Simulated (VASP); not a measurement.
Write the native input for VASP 6.6.1 that does the following.

```yaml
Task: single point
Functional: PBEsol
Potentials_or_basis: VASP PAW PBE potentials, release 64 (Fe)
Cutoff: 520 eV
k_mesh: 13 × 13 × 13
Occupations: fermi-dirac, width 0.05 eV
Spin: collinear spin, ferromagnetic start
Starting_moments: "[3.0] μB"
Dipole_correction: no
Further_INCAR_settings: ALGO = Normal; EDIFF = 1e-07; NBANDS = 14
```

The structure of Fe lies in POSCAR:

```
Fe
1.0
    0.0000000000      1.9798226863      2.0036464209
    1.5278283418      0.0000000000      2.0036464209
    1.5278283418      1.9798226863      0.0000000000
Fe
1
Direct
    0.0000000000      0.0000000000      0.0000000000
```

These files were run (other wordings do the same):

INCAR

```
PREC = Accurate
ENCUT = 520
EDIFF = 1E-7
ISMEAR = -1
SIGMA = 0.05
LREAL = F
LASPH = T
NELM = 150
ALGO = Normal
ISIF = 2
LWAVE = F
LCHARG = F
ISPIN = 2
MAGMOM = 3
LORBIT = 11
LMAXMIX = 4
GGA = PS
NBANDS = 14
```

KPOINTS

```
Automatic mesh
0
Gamma
  13 13 13
```

Potentials or basis: VASP PAW PBE potentials, release 64 (Fe).

The run is started by

```bash
$ cat potpaw_PBE.64/Fe/POTCAR > POTCAR
$ mpirun -np 1 vasp_std > vasp.out
```

It gave:

```json
{
  "Pressure": "-17.4 GPa",
  "Net moment": "2.34 μB per cell",
  "Site moments": "Fe +2.34 μB",
  "Valence electrons inside the program's atomic spheres": "Fe 7.15"
}
```

Caveat: the PAW data sets were made with another functional, which shifts forces and pressure a little.

Run time: 42 s on 1 thread of Intel(R) Xeon(R) 6975P-C (Granite Rapids), on a shared host, peak memory 0.21 GiB.
